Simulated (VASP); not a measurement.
Si8O15 (a cell with a defect): single point with LDA

The system is Si8O15 (a cell with a defect).

```
Si O
1.0
     0.00000    5.04620    4.49460
     4.09700    0.00000    4.49460
     4.09700    5.04620    0.00000
Si O
8 15
Direct
  0.20442 0.05826 0.96143
  0.30839 0.47327 0.02072
  0.84507 0.92464 0.04187
  0.17244 0.03826 0.49043
  0.66224 0.56802 0.45775
  0.78924 0.95368 0.55163
  0.29484 0.44332 0.53781
  0.70994 0.54468 0.94708
  0.42023 0.50594 0.19993
  0.26787 0.14204 0.62306
  0.35149 0.72021 0.51559
  0.14758 0.31607 0.29586
  0.08856 0.97562 0.29754
  0.23788 0.35513 0.87434
  0.15067 0.78660 0.97758
  0.88550 0.01746 0.73368
  0.76939 0.65597 0.11939
  0.86786 0.20787 0.01953
  0.96179 0.61316 0.64811
  0.60558 0.48103 0.77418
  0.72753 0.84695 0.37970
  0.63355 0.29071 0.47880
  0.53561 0.88696 0.85520
```

```json
{
  "Program": "VASP 6.6.1",
  "Task": "single point",
  "Functional": "LDA",
  "Potentials or basis": "VASP PAW LDA potentials, release 64 (Si, O)",
  "Cutoff": "520 eV",
  "k mesh": "2 × 2 × 2",
  "Occupations": "fermi-dirac, width 0.05 eV",
  "Spin": "no spin polarisation",
  "Dipole correction": "no",
  "Charge": "2",
  "Further INCAR settings": "LREAL = Auto; ALGO = Normal; EDIFF = 1e-06; NBANDS = 78; NELECT = 120.0"
}
```

The largest force is 1.282 eV/Å.

Forces on the atoms (eV/Å):
```
Si  -0.119  0.103 -0.039
Si  -0.063  0.040 -0.023
Si  -0.021  0.011  0.012
Si   0.005  0.025  0.069
Si  -0.205  0.167  0.110
Si  -0.083 -0.042  0.083
Si  -0.005 -0.076 -0.009
Si   0.020  0.095  0.003
O   -0.115  0.120 -0.120
O   -0.090 -0.005  0.082
O   -0.032 -0.023  0.183
O    1.057 -0.624 -0.371
O   -0.123  0.000  0.070
O    0.003  0.068  0.014
O    0.010 -0.015 -0.062
O    0.008 -0.033 -0.054
O   -0.071 -0.055 -0.008
O   -0.060 -0.019  0.053
O   -0.021  0.057  0.063
O   -0.008  0.051 -0.055
O    0.000  0.057  0.029
O   -0.031  0.066 -0.003
O   -0.056  0.032 -0.024
```

Levels at points of the mesh, in eV from the Fermi level:
| k point | band 56 | band 57 | band 58 | band 59 | band 60 | band 61 | band 62 | band 63 | band 64 | band 65 |
| --- | --- | --- | --- | --- | --- | --- | --- | --- | --- | --- |
| (0.00, 0.00, 0.00) | -2.32 | -2.11 | -1.92 | -1.64 | -1.20 | 1.85 | 4.19 | 5.13 | 5.84 | 6.26 |
| (0.50, 0.00, 0.00) | -2.33 | -2.08 | -1.76 | -1.62 | -1.38 | 2.65 | 3.92 | 5.23 | 5.86 | 6.20 |
| (0.50, 0.50, 0.50) | -2.29 | -2.09 | -2.03 | -1.71 | -1.42 | 2.42 | 4.51 | 5.28 | 5.87 | 6.03 |
| (0.00, 0.50, 0.00) | -2.43 | -1.97 | -1.85 | -1.69 | -1.38 | 2.74 | 4.06 | 5.41 | 5.91 | 6.19 |
| (0.00, 0.00, 0.50) | -2.28 | -2.09 | -1.82 | -1.68 | -1.35 | 2.50 | 4.26 | 5.21 | 5.76 | 6.26 |
| (0.50, 0.50, 0.00) | -2.25 | -1.99 | -1.92 | -1.59 | -1.46 | 2.53 | 4.42 | 5.39 | 5.88 | 6.46 |
| (0.50, 0.00, 0.50) | -2.32 | -2.25 | -1.95 | -1.62 | -1.33 | 2.73 | 3.91 | 5.47 | 5.90 | 6.11 |
| (0.00, 0.50, 0.50) | -2.22 | -2.01 | -1.71 | -1.61 | -1.38 | 2.76 | 4.22 | 5.45 | 6.21 | 6.65 |

Run time: 78 s on 1 thread of Intel(R) Xeon(R) 6975P-C (Granite Rapids) (shared host), peak memory 0.29 GiB.

Caveat: the k points lie up to 0.61 Å⁻¹ apart; the cell carries a net charge on a neutralising background, which shifts energy and pressure; the cell is charged against a uniform background, so pressure and absolute levels hang on convention.
